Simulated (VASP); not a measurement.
# NaF (Villiaumite) (Fm-3m) in VASP: a series of runs, part 2 of 2

VASP 6.6.1. Earlier steps stand in the parts before.

## Step 3: Single point, LDA (volume scaled by 0.96)

The input, INCAR:

```
SYSTEM = NaF
PREC     = Accurate       ! precision mode
ENCUT    = 520            ! plane-wave cutoff, eV
EDIFF    = 1E-6           ! SCF threshold, eV
ISMEAR   = -1             ! smearing method
SIGMA    = 0.05           ! smearing width, eV
LREAL    = .False.        ! projectors in reciprocal space
LASPH    = .True.         ! aspherical terms in the spheres
NELM     = 60             ! most SCF steps
ALGO     = Normal         ! electronic algorithm
ISIF     = 2              ! what is computed and relaxed
LWAVE    = .False.        ! write WAVECAR
LCHARG   = .True.         ! write CHGCAR
GGA      = CA             ! functional
LELF     = .True.         ! ELF
LVHAR    = .True.       
NBANDS   = 14             ! bands
```

The input, KPOINTS:

```
regular mesh
0
Gamma
  10 10 10
  0 0 0
```

The input, POSCAR:

```
NaF
1.0
    0.0000000000      2.2886448050      2.2886448050
    2.2886448050      0.0000000000      2.2886448050
    2.2886448050      2.2886448050      0.0000000000
Na F
1 1
Direct
    0.0000000000      0.0000000000      0.0000000000
    0.5000000000      0.5000000000      0.5000000000
```

Potentials or basis: VASP PAW LDA potentials, release 64 (Na_pv, F).

Launch:

```console
$ cat potpaw_LDA.64/Na_pv/POTCAR potpaw_LDA.64/F/POTCAR > POTCAR
$ mpirun -np 1 vasp_std > vasp.out
```

OUTCAR:

```text
SYSTEM = NaF
   PREC = Accurate
   ENCUT = 520
   EDIFF = 1E-6
   ISMEAR = -1
   LREAL = .False.
   LASPH = .True.
   NELM = 60
   ISIF = 2
   GGA = CA

 ion  position               nearest neighbor table
   1  0.000  0.000  0.000-   2 2.29   2 2.29   2 2.29   2 2.29   2 2.29   2 2.29
   2  0.500  0.500  0.500-   1 2.29   1 2.29   1 2.29   1 2.29   1 2.29   1 2.29

  LATTYP: Found a face centered cubic cell.
 ALAT       =     4.5772896100

  Lattice vectors:

 A1 = (   0.0000000000,   2.2886448050,   2.2886448050)
 A2 = (   2.2886448050,   0.0000000000,   2.2886448050)
 A3 = (   2.2886448050,   2.2886448050,   0.0000000000)

Analysis of symmetry for initial positions (statically):
=====================================================================
 Subroutine PRICEL returns:
 Original cell was already a primitive cell.

 Routine SETGRP: Setting up the symmetry group for a
 face centered cubic supercell.

 Subroutine GETGRP returns: Found 48 space group operations
 (whereof 48 operations were pure point group operations)
 out of a pool of 48 trial point group operations.

The static configuration has the point symmetry O_h .

Analysis of symmetry for dynamics (positions and initial velocities):
=====================================================================
 Subroutine PRICEL returns:
 Original cell was already a primitive cell.

 Routine SETGRP: Setting up the symmetry group for a
 face centered cubic supercell.

 Subroutine GETGRP returns: Found 48 space group operations
 (whereof 48 operations were pure point group operations)
 out of a pool of 48 trial point group operations.

The dynamic configuration has the point symmetry O_h .

 Subroutine INISYM returns: Found 48 space group operations
 (whereof 48 operations are pure point group operations),
 and found     1 'primitive' translations

----------------------------------------------------------------------------------------

                                     Primitive cell

  volume of cell :      23.9754

  direct lattice vectors                    reciprocal lattice vectors
     0.000000000  2.288644805  2.288644805    -0.218469899  0.218469899  0.218469899
     2.288644805  0.000000000  2.288644805     0.218469899 -0.218469899  0.218469899
     2.288644805  2.288644805  0.000000000     0.218469899  0.218469899 -0.218469899

  length of vectors
     3.236632523  3.236632523  3.236632523     0.378400965  0.378400965  0.378400965

  position of ions in fractional coordinates (direct lattice)
     0.000000000  0.000000000  0.000000000
     0.500000000  0.500000000  0.500000000

  ion indices of the primitive-cell ions
   primitive index   ion index
                 1           1
                 2           2

----------------------------------------------------------------------------------------

 KPOINTS: regular mesh

Automatic generation of k-mesh.
 Grid dimensions read from file:
 generate k-points for:   10   10   10

 Generating k-lattice:

  Cartesian coordinates                     Fractional coordinates (reciprocal lattice)
    -0.021846990  0.021846990  0.021846990     0.100000000  0.000000000  0.000000000
     0.021846990 -0.021846990  0.021846990     0.000000000  0.100000000  0.000000000
     0.021846990  0.021846990 -0.021846990     0.000000000  0.000000000  0.100000000

  Length of vectors
     0.037840097  0.037840097  0.037840097

  Shift w.r.t. Gamma in fractional coordinates (k-lattice)
     0.000000000  0.000000000  0.000000000

 Subroutine IBZKPT returns following result:
 ===========================================

 Found     47 irreducible k-points:

 Following reciprocal coordinates:
            Coordinates               Weight
  0.000000  0.000000  0.000000      1.000000
  0.100000  0.000000  0.000000      8.000000
  0.200000  0.000000  0.000000      8.000000
  0.300000  0.000000  0.000000      8.000000
  0.400000  0.000000  0.000000      8.000000
  0.500000  0.000000  0.000000      4.000000
[... 16 lines left out ...]
  0.300000  0.300000  0.000000      6.000000
  0.400000  0.300000  0.000000     24.000000
 [... further k-points ...]
   k-points           NKPTS =     47   k-points in BZ     NKDIM =     47   number of bands    NBANDS=     14
   number of dos      NEDOS =    301   number of ions     NIONS =      2
   total plane-waves  NPLWV =  13824
   dimension x,y,z NGX =    24 NGY =   24 NGZ =   24
   dimension x,y,z NGXF=    48 NGYF=   48 NGZF=   48
   ions per type =               1   1
   NGX,Y,Z   is equivalent  to a cutoff of  12.33, 12.33, 12.33 a.u.
   NGXF,Y,Z  is equivalent  to a cutoff of  24.65, 24.65, 24.65 a.u.
 SYSTEM =  NaF
   PREC   = accura    normal or accurate (medium, high low for compatibility)
   ISTART =      0    job   : 0-new  1-cont  2-samecut
   ICHARG =      2    charge: 1-file 2-atom 10-const
   ISPIN  =      1    spin polarized calculation?
   LNONCOLLINEAR =      F non collinear calculations
   LSORBIT =      F    spin-orbit coupling
   LASPH  =      T    aspherical Exc in radial PAW
   ENCUT  =  520.0 eV  38.22 Ry    6.18 a.u.   6.02  6.02  6.02*2*pi/ulx,y,z
   NELM   =     60;   NELMIN=  2; NELMDL= -5     # of ELM steps
   EDIFF  = 0.1E-05   stopping-criterion for ELM
   LREAL  =      F    real-space projection
   EDIFFG = 0.1E-04   stopping-criterion for IOM
   NSW    =      0    number of steps for IOM
   IBRION =     -1    ionic relax: 0-MD 1-quasi-New 2-CG
   NFREE  =      0    steps in history (QN), initial steepest desc. (CG)
   ISIF   =      2    stress and relaxation
   ISYM   =      2    0-nonsym 1-usesym 2-fastsym
   POTIM  = 0.5000    time-step for ionic-motion
   TEBEG  =    0.0;   TEEND  =   0.0 temperature during run
   PSTRESS=    0.0 pullay stress
   NELECT =      14.0000    total number of electrons
   NUPDOWN=      -1.0000    fix difference up-down
   EMIN   =  10.00;   EMAX   =-10.00  energy-range for DOS
   EFERMI =   0.00;   METHOD = LEGACY
   ISMEAR =    -1;   SIGMA  =   0.05  broadening in eV -4-tet -1-fermi 0-gaus
   EFERMI_NEDOS =   21; number of points for ismear=-14 and -15
   IALGO  =     38    algorithm
   IMIX   =      4    mixing-type and parameters
     AMIX     =   0.40;   BMIX     =  1.00
     AMIX_MAG =   1.60;   BMIX_MAG =  1.00
  volume/ion in A,a.u.               =      11.99        80.90
  Fermi-wavevector in a.u.,A,eV,Ry     =   1.368346  2.585798 25.475134  1.872370
  Thomas-Fermi vector in A             =   2.494318
   LORBIT       =      0    0 simple, 1 ext, 2 COOP (PROOUT), +10 PAW based schemes
   GGA     = CA    functional components
   LHFCALC =     F    Hartree Fock is set to
   AEXX    =    0.0000 exact exchange contribution
   IVDW    =     0    specifies the selected vdW correction
   LEPSILON=     F    determine dielectric tensor
   LRPA    =     F    only Hartree local field effects (RPA)
 non-spin polarized calculation
  energy-cutoff  :      520.00
  volume of cell :       23.98
 maximum number of plane-waves:       659
   NGX = 13   NGY = 13   NGZ = 13

 number of electron      13.9999998 magnetization

 Free energy of the ion-electron system (eV)
  ---------------------------------------------------
  ext. energy  EPLUGINS =         0.00000000
  ---------------------------------------------------
  free energy    TOTEN  =        -9.32408902 eV

  energy without entropy =       -9.32408902  energy(sigma->0) =       -9.32408902

 E-fermi :  -1.2944     XC(G=0): -10.1308

 val. band max:       -2.3470908352   @ k =   0.0000   0.0000   0.0000
 cond. band min:       3.8070085990   @ k =   0.0000   0.0000   0.0000
 fundamental gap:      6.1540994343
 Fermi energy:        -1.2943768688

 k-point     1 :       0.0000    0.0000    0.0000
  band No.  band energies     occupation
      1     -21.1742      2.00000
      2     -21.0026      2.00000
      3     -21.0026      2.00000
      4     -21.0026      2.00000
      5      -2.3471      2.00000
      6      -2.3471      2.00000
      7      -2.3471      2.00000
      8       3.8070      0.00000
      9      16.4418      0.00000
     10      16.4418      0.00000
     11      16.4418      0.00000
     12      19.3309      0.00000
     13      21.6017      0.00000
     14      21.6017      0.00000
[... 375 lines left out ...]
 k-point    24 :       0.4000    0.3000    0.0000
  band No.  band energies     occupation
      1     -21.5205      2.00000
      2     -21.0604      2.00000
      3     -21.0508      2.00000
      4     -20.5092      2.00000
      5      -3.6349      2.00000
      6      -2.7643      2.00000
      7      -2.7023      2.00000
      8       8.1562      0.00000
      9      11.1937      0.00000
     10      14.3529      0.00000
     11      17.2545      0.00000
     12      17.2919      0.00000
     13      23.3110      0.00000
     14      24.3175      0.00000

 [... further k-points ...]
[... 5 lines left out ...]
  --------------------------------------------------------------------------------------
  -------------------------------------------------------------------------------------
  Total       -0.4152253     -0.4152253     -0.4152253      0.0000000      0.0000000     -0.0000000
  in kB      -27.7478408    -27.7478408    -27.7478408      0.0000000      0.0000000     -0.0000000
  external PRESSURE =     -27.7478408 kB  Pullay stress =       0.0000000 kB

 VOLUME and BASIS-vectors are now :
 -----------------------------------------------------------------------------
  energy-cutoff  :      520.00
  volume of cell :       23.98
      direct lattice vectors                 reciprocal lattice vectors
     0.000000000  2.288644805  2.288644805    -0.218469899  0.218469899  0.218469899
     2.288644805  0.000000000  2.288644805     0.218469899 -0.218469899  0.218469899
     2.288644805  2.288644805  0.000000000     0.218469899  0.218469899 -0.218469899

 POSITION                                       TOTAL-FORCE (eV/Angst)
 -----------------------------------------------------------------------------------
      0.00000      0.00000      0.00000        -0.000000      0.000000     -0.000000
      2.28864      2.28864      2.28864         0.000000     -0.000000      0.000000
 -----------------------------------------------------------------------------------
    total drift:                                0.000000     -0.000000      0.000000

  FREE ENERGIE OF THE ION-ELECTRON SYSTEM (eV)
  ---------------------------------------------------
  free  energy   TOTEN  =        -9.3240890154 eV

  energy  without entropy=       -9.3240890153  energy(sigma->0) =       -9.32408902
```

It took 6 s on 1 thread of Intel Xeon 6975P-C, shared host; peak memory 0.13 GiB.

Results:

```
Free energy            : -9.3241 eV
Pressure               : -2.8 GPa
Band gap on the k mesh : 6.15 eV, direct
```

 A k mesh can miss the band edges.
